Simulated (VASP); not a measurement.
Set up this calculation in VASP 6.6.1, as the native input.

```
Task                   : single point
Functional             : PBE
Potentials or basis    : VASP PAW PBE potentials, release 64 (Cd, Hg, O)
Cutoff                 : 520 eV
k mesh                 : 12 × 12 × 4
Occupations            : gaussian, width 0.1 eV
Spin                   : no spin polarisation
Dipole correction      : no
Further INCAR settings : ALGO = Normal; EDIFF = 1e-06; NBANDS = 66
```

The structure of Cd5HgO6 lies in POSCAR:

```
Cd5HgO6
1.0
    3.3865891042      0.0000000289      0.0000000000
   -1.6932945771      2.9328721820      0.0000000000
    0.0000000000      0.0000000000     16.6440321000
Cd Hg O
5 1 6
Direct
    0.6666666667      0.3333333333      0.6705630000
    0.3333333333      0.6666666667      0.3294370000
    0.6666666667      0.3333333333      0.1646750000
    0.0000000000      0.0000000000      0.0000000000
    0.3333333333      0.6666666667      0.8353250000
    0.0000000000      0.0000000000      0.5000000000
    0.3333333333      0.6666666667      0.5902910000
    0.6666666667      0.3333333333      0.4097090000
    0.0000000000      0.0000000000      0.2469240000
    0.3333333333      0.6666666667      0.0823120000
    0.6666666667      0.3333333333      0.9176880000
    0.0000000000      0.0000000000      0.7530760000
```

The input as run:

INCAR

```
PREC     = Accurate       # precision mode
ENCUT    = 520            # plane-wave cutoff, eV
EDIFF    = 1E-6           # SCF threshold, eV
ISMEAR   = 0              # smearing method
SIGMA    = 0.1            # smearing width, eV
LREAL    = F              # projectors in reciprocal space
LASPH    = T              # aspherical terms in the spheres
NELM     = 60             # most SCF steps
ALGO     = Normal         # electronic algorithm
ISIF     = 2              # what is computed and relaxed
LWAVE    = F              # write WAVECAR
LCHARG   = F              # write CHGCAR
GGA      = PE             # functional
NBANDS   = 66             # bands
```

KPOINTS

```
regular mesh
0
Gamma
  12 12 4
```

Potentials or basis: VASP PAW PBE potentials, release 64 (Cd, Hg, O).

Run with:

```console
$ cat potpaw_PBE.64/Cd/POTCAR potpaw_PBE.64/Hg/POTCAR potpaw_PBE.64/O/POTCAR > POTCAR
$ mpirun -np 1 vasp_std > vasp.out
```

It gave:

```
Pressure               : 1.1 GPa
Largest force          : 0.007 eV/Å
Band gap on the k mesh : zero (band 54 reaches 1.73 eV, above the bottom of band 55 at 1.66 eV)
```

Caveat: spin-orbit coupling is left out, which moves the levels of the heavy elements.

Run time: 15 min on 1 thread of Intel(R) Xeon(R) Platinum 8488C (Sapphire Rapids) (shared host), peak memory 0.7 GiB.
